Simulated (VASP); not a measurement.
# W (Im-3m) in VASP: further runs

Runs on W. Level: PBEsol. Tasks: relaxation of cell and atoms.

Everything below comes from runs of VASP 6.6.1. Logs are shortened: lines on timing, memory, paths and dates and some standing lists are left out, and cuts for length are marked.

### Step 1. The cell of the first run

The structure is cubic, space group Im-3m (No. 229). The conventional cell has a = 3.154 Å, b = 3.154 Å, c = 3.154 Å, α = 90.00°, β = 90.00°, γ = 90.00°. Within 3.6 Å of W (site symmetry m-3m) lie 14 W at 2.73 to 3.15 Å.

### Step 2. Relaxation of cell and atoms, PBEsol, target pressure 1 GPa, at which the enthalpy is minimised

Input file INCAR:

```
SYSTEM = W
PREC = Accurate ; ENCUT = 600
EDIFF = 1E-7 ; ISMEAR = -1
SIGMA = 0.08 ; LREAL = .FALSE.
LASPH = .TRUE. ; NELM = 80
ALGO = Normal ; ISIF = 3
LWAVE = .FALSE. ; LCHARG = .FALSE.
GGA = PS ; IBRION = 2
NSW = 100 ; EDIFFG = -0.002
PSTRESS = 10.0
```

Input file KPOINTS:

```
regular mesh
0
G
  24 24 24
  0 0 0
```

Input file POSCAR:

```
W
1.0
   -1.5770468706      1.5770468706      1.5770468706
    1.5770468706     -1.5770468706      1.5770468706
    1.5770468706      1.5770468706     -1.5770468706
W
1
Direct
    0.0000000000      0.0000000000      0.0000000000
```

Potentials or basis: VASP PAW PBE potentials, release 64 (W_sv).

Started as:

```bash
$ cat potpaw_PBE.64/W_sv/POTCAR > POTCAR
$ mpirun -np 1 vasp_std > vasp.out
```

OUTCAR:

```text
SYSTEM = W
   PREC = Accurate
   ENCUT = 600
   EDIFF = 1E-7
   ISMEAR = -1
   LREAL = .FALSE.
   LASPH = .TRUE.
   NELM = 80
   ISIF = 3
   GGA = PS
   IBRION = 2
   NSW = 100
   EDIFFG = -0.002
   PSTRESS = 10.0

 ion  position               nearest neighbor table
   1  0.000  0.000  0.000-

  LATTYP: Found a body centered cubic cell.
 ALAT       =     3.1540937412

  Lattice vectors:

 A1 = (  -1.5770468706,   1.5770468706,   1.5770468706)
 A2 = (   1.5770468706,  -1.5770468706,   1.5770468706)
 A3 = (   1.5770468706,   1.5770468706,  -1.5770468706)

Analysis of symmetry for initial positions (statically):
=====================================================================
 Subroutine PRICEL returns:
 Original cell was already a primitive cell.

 Routine SETGRP: Setting up the symmetry group for a
 body centered cubic supercell.

 Subroutine GETGRP returns: Found 48 space group operations
 (whereof 48 operations were pure point group operations)
 out of a pool of 48 trial point group operations.

The static configuration has the point symmetry O_h .

Analysis of symmetry for dynamics (positions and initial velocities):
=====================================================================
 Subroutine PRICEL returns:
 Original cell was already a primitive cell.

 Routine SETGRP: Setting up the symmetry group for a
 body centered cubic supercell.

 Subroutine GETGRP returns: Found 48 space group operations
 (whereof 48 operations were pure point group operations)
 out of a pool of 48 trial point group operations.

The dynamic configuration has the point symmetry O_h .

 Subroutine INISYM returns: Found 48 space group operations
 (whereof 48 operations are pure point group operations),
 and found     1 'primitive' translations

----------------------------------------------------------------------------------------

                                     Primitive cell

  volume of cell :      15.6889

  direct lattice vectors                    reciprocal lattice vectors
    -1.577046871  1.577046871  1.577046871     0.000000000  0.317048281  0.317048281
     1.577046871 -1.577046871  1.577046871     0.317048281  0.000000000  0.317048281
     1.577046871  1.577046871 -1.577046871     0.317048281  0.317048281  0.000000000

  length of vectors
     2.731525306  2.731525306  2.731525306     0.448373979  0.448373979  0.448373979

  position of ions in fractional coordinates (direct lattice)
     0.000000000  0.000000000  0.000000000

  ion indices of the primitive-cell ions
   primitive index   ion index
                 1           1

----------------------------------------------------------------------------------------

 KPOINTS: regular mesh

Automatic generation of k-mesh.
 Grid dimensions read from file:
 generate k-points for:   24   24   24

 Generating k-lattice:

  Cartesian coordinates                     Fractional coordinates (reciprocal lattice)
     0.000000000  0.013210345  0.013210345     0.041666667  0.000000000  0.000000000
     0.013210345  0.000000000  0.013210345     0.000000000  0.041666667  0.000000000
     0.013210345  0.013210345  0.000000000     0.000000000  0.000000000  0.041666667

  Length of vectors
     0.018682249  0.018682249  0.018682249

  Shift w.r.t. Gamma in fractional coordinates (k-lattice)
     0.000000000  0.000000000  0.000000000

 Subroutine IBZKPT returns following result:
 ===========================================

 Found    413 irreducible k-points:

 Following reciprocal coordinates:
            Coordinates               Weight
  0.000000  0.000000  0.000000      1.000000
  0.041667  0.000000  0.000000     12.000000
  0.083333  0.000000  0.000000     12.000000
  0.125000  0.000000  0.000000     12.000000
  0.166667  0.000000  0.000000     12.000000
  0.208333  0.000000  0.000000     12.000000
[... 16 lines left out ...]
  0.416667  0.041667  0.000000     48.000000
  0.458333  0.041667  0.000000     48.000000
 [... further k-points ...]
   k-points           NKPTS =    413   k-points in BZ     NKDIM =    413   number of bands    NBANDS=     11
   number of dos      NEDOS =    301   number of ions     NIONS =      1
   total plane-waves  NPLWV =  13824
   dimension x,y,z NGX =    24 NGY =   24 NGZ =   24
   dimension x,y,z NGXF=    48 NGYF=   48 NGZF=   48
   ions per type =               1
   NGX,Y,Z   is equivalent  to a cutoff of  14.61, 14.61, 14.61 a.u.
   NGXF,Y,Z  is equivalent  to a cutoff of  29.21, 29.21, 29.21 a.u.
 SYSTEM =  W
   PREC   = accura    normal or accurate (medium, high low for compatibility)
   ISTART =      0    job   : 0-new  1-cont  2-samecut
   ICHARG =      2    charge: 1-file 2-atom 10-const
   ISPIN  =      1    spin polarized calculation?
   LNONCOLLINEAR =      F non collinear calculations
   LSORBIT =      F    spin-orbit coupling
   LASPH  =      T    aspherical Exc in radial PAW
   ENCUT  =  600.0 eV  44.10 Ry    6.64 a.u.   5.46  5.46  5.46*2*pi/ulx,y,z
   NELM   =     80;   NELMIN=  2; NELMDL= -5     # of ELM steps
   EDIFF  = 0.1E-06   stopping-criterion for ELM
   LREAL  =      F    real-space projection
   EDIFFG = -.2E-02   stopping-criterion for IOM
   NSW    =    100    number of steps for IOM
   IBRION =      2    ionic relax: 0-MD 1-quasi-New 2-CG
   NFREE  =      1    steps in history (QN), initial steepest desc. (CG)
   ISIF   =      3    stress and relaxation
   ISYM   =      2    0-nonsym 1-usesym 2-fastsym
   POTIM  = 0.5000    time-step for ionic-motion
   TEBEG  =    0.0;   TEEND  =   0.0 temperature during run
   PSTRESS=   10.0 pullay stress
   NELECT =      14.0000    total number of electrons
   NUPDOWN=      -1.0000    fix difference up-down
   EMIN   =  10.00;   EMAX   =-10.00  energy-range for DOS
   EFERMI =   0.00;   METHOD = LEGACY
   ISMEAR =    -1;   SIGMA  =   0.08  broadening in eV -4-tet -1-fermi 0-gaus
   EFERMI_NEDOS =   21; number of points for ismear=-14 and -15
   IALGO  =     38    algorithm
   IMIX   =      4    mixing-type and parameters
     AMIX     =   0.40;   BMIX     =  1.00
     AMIX_MAG =   1.60;   BMIX_MAG =  1.00
  volume/ion in A,a.u.               =      15.69       105.87
  Fermi-wavevector in a.u.,A,eV,Ry     =   1.576109  2.978414 33.798498  2.484120
  Thomas-Fermi vector in A             =   2.676992
   LORBIT       =      0    0 simple, 1 ext, 2 COOP (PROOUT), +10 PAW based schemes
   GGA     = PS    functional components
   LHFCALC =     F    Hartree Fock is set to
   AEXX    =    0.0000 exact exchange contribution
   IVDW    =     0    specifies the selected vdW correction
   LEPSILON=     F    determine dielectric tensor
   LRPA    =     F    only Hartree local field effects (RPA)
 conjugate gradient relaxation of ions
 non-spin polarized calculation
  energy-cutoff  :      600.00
  volume of cell :       15.69
 maximum number of plane-waves:       543
 NGX is ok and might be reduce to    24
   NGX = 11   NGY = 11   NGZ = 11

--------------------------------------- Ionic step        1  -------------------------------------------

 number of electron      14.0000001 magnetization

 Free energy of the ion-electron system (eV)
  ---------------------------------------------------
  ext. energy  EPLUGINS =         0.00000000
  ---------------------------------------------------
  free energy    TOTEN  =       -13.81084514 eV

  energy without entropy =      -13.80176309  energy(sigma->0) =      -13.80630411

------------------------ aborting loop because EDIFF is reached ----------------------------------------

  FORCE on cell =-STRESS in cart. coord.  units (eV):
  Direction    XX          YY          ZZ          XY          YZ          ZX
  --------------------------------------------------------------------------------------
  -------------------------------------------------------------------------------------
  Total        0.0706806      0.0706806      0.0706806     -0.0000000      0.0000000      0.0000000
  in kB        7.2179979      7.2179979      7.2179979     -0.0000000      0.0000000      0.0000000
  external PRESSURE =      -2.7820021 kB  Pullay stress =      10.0000000 kB
[... 96 lines left out ...]
  enthalpy is  TOTEN    =       -13.7129342353 eV   P V=        0.0978385988

--------------------------------------- Ionic step        4  -------------------------------------------

 number of electron      14.0000001 magnetization

 Free energy of the ion-electron system (eV)
  ---------------------------------------------------
  ext. energy  EPLUGINS =         0.00000000
  ---------------------------------------------------
  free energy    TOTEN  =       -13.81077893 eV

  energy without entropy =      -13.80169705  energy(sigma->0) =      -13.80623799

 E-fermi :  11.4691     XC(G=0): -13.8241

 val. band max:       11.4532727577   @ k =   0.4167   0.0417   0.0000
 cond. band min:      11.4747941665   @ k =   0.1667   0.0000   0.0000
 fundamental gap:      0.0215214087
 Fermi energy:        11.4691301722

 k-point     1 :       0.0000    0.0000    0.0000
  band No.  band energies     occupation
      1     -62.6962      2.00000
      2     -26.2371      2.00000
      3     -26.2371      2.00000
      4     -26.2371      2.00000
      5       1.7215      2.00000
      6      10.1817      2.00000
      7      10.1817      2.00000
      8      10.1817      2.00000
      9      13.6980      0.00000
     10      13.6980      0.00000
     11      26.0031      0.00000
[... 309 lines left out ...]
 k-point    24 :       0.4583    0.0417    0.0000
  band No.  band energies     occupation
      1     -62.5546      2.00000
      2     -27.5668      2.00000
      3     -26.6778      2.00000
      4     -26.2551      2.00000
      5       5.1388      2.00000
      6       7.8320      2.00000
      7      11.9226      0.00689
      8      13.5873      0.00000
      9      14.6840      0.00000
     10      17.7336      0.00000
     11      22.6434      0.00000

 [... further k-points ...]

------------------------ aborting loop because EDIFF is reached ----------------------------------------

  FORCE on cell =-STRESS in cart. coord.  units (eV):
  Direction    XX          YY          ZZ          XY          YZ          ZX
  --------------------------------------------------------------------------------------
  -------------------------------------------------------------------------------------
  Total        0.0974501      0.0974501      0.0974501      0.0000000      0.0000000      0.0000000
  in kB        9.9596831      9.9596831      9.9596831      0.0000000      0.0000000      0.0000000
  external PRESSURE =      -0.0403169 kB  Pullay stress =      10.0000000 kB
[... 16 lines left out ...]
  FREE ENERGIE OF THE ION-ELECTRON SYSTEM (eV)
  ---------------------------------------------------
  free  energy   TOTEN  =       -13.8107789278 eV

  energy  without entropy=      -13.8016970542  energy(sigma->0) =      -13.80623799

  enthalpy is  TOTEN    =       -13.7129343049 eV   P V=        0.0978446229

 reached required accuracy - stopping structural energy minimisation
```

Wall time 2.1 min (1 thread of AMD EPYC 7R13 (Zen 3), shared host); peak memory 0.19 GiB.

What came out:

```yaml
Free_energy: -13.8108 eV
Relaxed_volume: 15.68 Å³/atom
Relaxed_cell: a = 2.731 Å, b = 2.731 Å, c = 2.731 Å, α = 109.47°, β = 109.47°, γ = 109.47°
Space_group_after_relaxing_to_0.1_Å: Im-3m (No. 229)
Energy_change_on_relaxing_the_run_minimises_the_enthalpy: +0.1 meV/atom
Ionic_steps: 4
Pressure_after_relaxing: 1.0 GPa
Band_gap_on_the_k_mesh: zero (bands 7 and 8 overlap by 6.51 eV)
```

Final structure:
```
CELL_PARAMETERS angstrom
-1.57663 1.57663 1.57663
1.57663 -1.57663 1.57663
1.57663 1.57663 -1.57663
ATOMIC_POSITIONS crystal
W 0.00000 0.00000 0.00000
```

Caveat: the cell is relaxed towards a set pressure, so the run minimises the enthalpy, not the energy; the PAW data sets were made with another functional, which shifts forces and pressure a little; spin-orbit coupling is left out, which moves the levels of the heavy elements.

### Step 3. Relaxation of cell and atoms, PBEsol, target pressure 2 GPa, at which the enthalpy is minimised

Input file INCAR:

```
SYSTEM = W
PREC     = Accurate       ! precision mode
ENCUT    = 600            ! plane-wave cutoff, eV
EDIFF    = 1E-6           ! SCF threshold, eV
ISMEAR   = -1             ! smearing method
SIGMA    = 0.08           ! smearing width, eV
LREAL    = .False.        ! projectors in reciprocal space
LASPH    = .True.         ! aspherical terms in the spheres
NELM     = 100            ! most SCF steps
ALGO     = Normal         ! electronic algorithm
ISIF     = 3              ! what is computed and relaxed
LWAVE    = .False.        ! write WAVECAR
LCHARG   = .False.        ! write CHGCAR
GGA      = PS             ! functional
IBRION   = 2              ! ionic algorithm
NSW      = 100            ! ionic steps
EDIFFG   = -0.002         ! ionic threshold
PSTRESS  = 20.0
```

Input file KPOINTS:

```
regular mesh
0
Gamma
  24 24 24
  0 0 0
```

POSCAR is that of step 2.

Potentials or basis: VASP PAW PBE potentials, release 64 (W_sv).

Started as:

```bash
$ cat potpaw_PBE.64/W_sv/POTCAR > POTCAR
$ mpirun -np 1 vasp_std > vasp.out
```

OUTCAR:

```text
SYSTEM = W
   PREC = Accurate
   ENCUT = 600
   EDIFF = 1E-6
   ISMEAR = -1
   LREAL = .False.
   LASPH = .True.
   NELM = 100
   ISIF = 3
   GGA = PS
   IBRION = 2
   NSW = 100
   EDIFFG = -0.002
   PSTRESS = 20.0

 ion  position               nearest neighbor table
   1  0.000  0.000  0.000-

  LATTYP: Found a body centered cubic cell.
 ALAT       =     3.1540937412

  Lattice vectors:

 A1 = (  -1.5770468706,   1.5770468706,   1.5770468706)
 A2 = (   1.5770468706,  -1.5770468706,   1.5770468706)
 A3 = (   1.5770468706,   1.5770468706,  -1.5770468706)

Analysis of symmetry for initial positions (statically):
=====================================================================
 Subroutine PRICEL returns:
[... 258 lines left out ...]
 fundamental gap:      0.0136697954
 Fermi energy:        11.5146525475

 k-point     1 :       0.0000    0.0000    0.0000
  band No.  band energies     occupation
      1     -62.6480      2.00000
      2     -26.1842      2.00000
      3     -26.1842      2.00000
      4     -26.1842      2.00000
      5       1.7489      2.00000
      6      10.2206      2.00000
      7      10.2206      2.00000
      8      10.2206      2.00000
      9      13.7496      0.00000
     10      13.7496      0.00000
     11      26.0541      0.00000
[... 309 lines left out ...]
 k-point    24 :       0.4583    0.0417    0.0000
  band No.  band energies     occupation
      1     -62.5044      2.00000
      2     -27.5272      2.00000
      3     -26.6291      2.00000
      4     -26.2025      2.00000
      5       5.1632      2.00000
      6       7.8613      2.00000
      7      11.9765      0.00620
      8      13.6406      0.00000
      9      14.7420      0.00000
     10      17.8055      0.00000
     11      22.7358      0.00000

 [... further k-points ...]

------------------------ aborting loop because EDIFF is reached ----------------------------------------

  FORCE on cell =-STRESS in cart. coord.  units (eV):
  Direction    XX          YY          ZZ          XY          YZ          ZX
  --------------------------------------------------------------------------------------
  -------------------------------------------------------------------------------------
  Total        0.1953923      0.1953923      0.1953923      0.0000000      0.0000000      0.0000000
  in kB       20.0303104     20.0303104     20.0303104      0.0000000      0.0000000      0.0000000
  external PRESSURE =       0.0303104 kB  Pullay stress =      20.0000000 kB
[... 20 lines left out ...]
  energy  without entropy=      -13.8012593074  energy(sigma->0) =      -13.80579962

  enthalpy is  TOTEN    =       -13.6152433395 eV   P V=        0.1950965976

 reached required accuracy - stopping structural energy minimisation
```

CONTCAR:

```text
W
   1.00000000000000
    -1.5750345937002386    1.5750345937002386    1.5750345937002386
     1.5750345937002386   -1.5750345937002386    1.5750345937002386
     1.5750345937002386    1.5750345937002386   -1.5750345937002386
  W
     1
Direct
     0.0000000000000000    0.0000000000000000    0.0000000000000000

  0.00000000E+00  0.00000000E+00  0.00000000E+00
```

Run time: 1.7 min. Hardware: 1 thread of AMD EPYC 7R13 (Zen 3), shared host; peak memory 0.19 GiB.

Results:

```
Free energy                                                : -13.8103 eV
Relaxed volume                                             : 15.63 Å³/atom
Relaxed cell                                               : a = 2.728 Å, b = 2.728 Å, c = 2.728 Å, α = 109.47°, β = 109.47°, γ = 109.47°
Space group after relaxing (to 0.1 Å)                      : Im-3m (No. 229)
Energy change on relaxing (the run minimises the enthalpy) : +0.5 meV/atom
Ionic steps                                                : 3
Pressure after relaxing                                    : 2.0 GPa
Band gap on the k mesh                                     : zero (bands 7 and 8 overlap by 6.54 eV)
```

The path:
| step | energy change (eV) | largest force (eV/Å) | pressure (GPa) | volume (Å³) |
| --- | --- | --- | --- | --- |
| 1 | 0.0000 | 0.0000 | 0.72 | 15.69 |
| 2 | 0.0067 | 0.0000 | 6.89 | 15.41 |
| 3 | 0.0005 | 0.0000 | 2.00 | 15.63 |

Final structure:
```yaml
crystal:
  lattice:
    - [-1.57503, 1.57503, 1.57503]
    - [1.57503, -1.57503, 1.57503]
    - [1.57503, 1.57503, -1.57503]
  atoms:
    - { symbol: W, position: [0.00000, 0.00000, 0.00000] }
```

Caveat: the cell is relaxed towards a set pressure, so the run minimises the enthalpy, not the energy; the PAW data sets were made with another functional, which shifts forces and pressure a little; spin-orbit coupling is left out, which moves the levels of the heavy elements.

(Continued in part 2 of 2.)
